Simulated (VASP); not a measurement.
ZrGe2Pd3: relaxation of cell and atoms with PBE

Crystal: ZrGe2Pd3.

```
Zr Ge Pd
1.0
     4.70289    0.00000    0.00000
     0.00000    4.70289    0.00000
     0.00000    0.00000    5.26651
Zr Ge Pd
1 2 3
Direct
  0.00000 0.00000 0.00000
  0.50000 0.00000 0.00000
  0.00000 0.50000 0.00000
  0.50000 0.50000 0.50000
  0.50000 0.50000 0.00000
  0.00000 0.00000 0.50000
```

The cell was built from a structure type or drawn by symmetry, and may not be a known phase.

```json
{"Program": "VASP 6.6.1", "Task": "relaxation of cell and atoms", "Functional": "PBE", "Potentials or basis": "VASP PAW PBE potentials, release 64 (Zr_sv, Ge_d, Pd)", "Cutoff": "600 eV", "k mesh": "4 × 4 × 3", "Occupations": "gaussian, width 0.2 eV", "Spin": "no spin polarisation", "Dipole correction": "no", "Further INCAR settings": "ALGO = Fast; EDIFF = 1e-06; IBRION = 2; EDIFFG = -0.08; NSW = 36; ISIF = 3"}
```

| Quantity | Value |
| --- | --- |
| Relaxed volume | 22.77 Å³/atom |
| Relaxed cell | a = 5.117 Å, b = 5.117 Å, c = 5.218 Å, α = 90.00°, β = 90.00°, γ = 90.00° |
| Space group after relaxing (to 0.1 Å) | P4/mmm (No. 123) |
| Energy gained by relaxing | 262.5 meV/atom |
| Ionic steps | 5 |
| Pressure after relaxing | 0.1 GPa |
| Band gap on the k mesh | zero (bands 35 and 36 overlap by 1.40 eV) |

Step by step:
| step | energy change (eV) | largest force (eV/Å) | pressure (GPa) | volume (Å³) |
| --- | --- | --- | --- | --- |
| 1 | 0.0000 | 0.0000 | 18.38 | 116.48 |
| 2 | -0.9276 | 0.0000 | -6.89 | 157.08 |
| 3 | -1.5661 | 0.0000 | -0.74 | 138.36 |
| 4 | -1.5666 | 0.0000 | -0.51 | 137.91 |
| 5 | -1.5752 | 0.0000 | 0.14 | 136.64 |

Final structure:
```xyz
6
Lattice="5.1171 0.0000 0.0000 0.0000 5.1171 0.0000 0.0000 0.0000 5.2183" Properties=species:S:1:pos:R:3 pbc="T T T"
Zr    0.0000    0.0000    5.2183
Ge    2.5586    0.0000    5.2183
Ge    0.0000    2.5586    0.0000
Pd    2.5586    2.5586    2.6092
Pd    2.5586    2.5586    0.0000
Pd    0.0000    0.0000    2.6092
```

Levels at points of the mesh, in eV from the Fermi level:
```
           k point  band 32  band 33  band 34  band 35  band 36  band 37
(0.00, 0.00, 0.00)    -0.58    -0.32    -0.32     0.50     1.38     1.47
(0.50, 0.00, 0.00)    -0.46    -0.35    -0.32     0.00     0.07     0.99
(0.50, 0.50, 0.00)    -0.33    -0.33     0.16     0.62     0.85     0.85
```

Run time: 11 min on 1 thread of Intel(R) Xeon(R) 6975P-C (Granite Rapids), with other jobs on the host, peak memory 0.31 GiB.

Caveat: the k points lie up to 0.40 Å⁻¹ apart in the final cell, too coarse for converged energies and pressures of a metal; the volume moved by over 15 % at a fixed basis, so the end points are rough.
